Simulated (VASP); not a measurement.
Here is a VASP 6.6.1 calculation.

INCAR

```
ALGO     = Normal         # electronic algorithm
EDIFF    = 1E-6           # SCF threshold, eV
ENCUT    = 600            # plane-wave cutoff, eV
GGA      = PS             # functional
GGA_COMPAT= F            
ISIF     = 2              # what is computed and relaxed
ISMEAR   = 0              # smearing method
LASPH    = T              # aspherical terms in the spheres
LCHARG   = F              # write CHGCAR
LREAL    = F              # projectors in reciprocal space
LWAVE    = F              # write WAVECAR
NBANDS   = 9              # bands
NELM     = 120            # most SCF steps
PREC     = Accurate       # precision mode
SIGMA    = 0.1            # smearing width, eV
```

File KPOINTS:

```
k-points
0
Gamma
  3 3 2
```

Contents of POSCAR:

```
Be
1.0
    2.2647826536      0.0000000000      0.0000000000
   -1.1323913268      1.9613593121      0.0000000000
    0.0000000000      0.0000000000      3.5741024600
Be
2
Direct
    0.3333333333      0.6666666667      0.7500000000
    0.6666666667      0.3333333333      0.2500000000
```

Potentials or basis: VASP PAW PBE potentials, release 64 (Be).

The run is started by

```bash
$ cat potpaw_PBE.64/Be/POTCAR > POTCAR
$ mpirun -np 1 vasp_std > vasp.out
```

What does it give for the pressure?

8.4 GPa.

What does it give for the band gap on the k mesh?

Zero (bands 2 and 3 overlap by 0.68 eV).

Stress tensor (GPa, compression positive):
```
16.97  0.00  0.00
 0.00 16.97  0.00
 0.00  0.00 -8.71
```

Caveat: the k points lie up to 1.07 Å⁻¹ apart, too coarse for converged energies and pressures of a metal; the PAW data sets were made with another functional, which shifts forces and pressure a little.
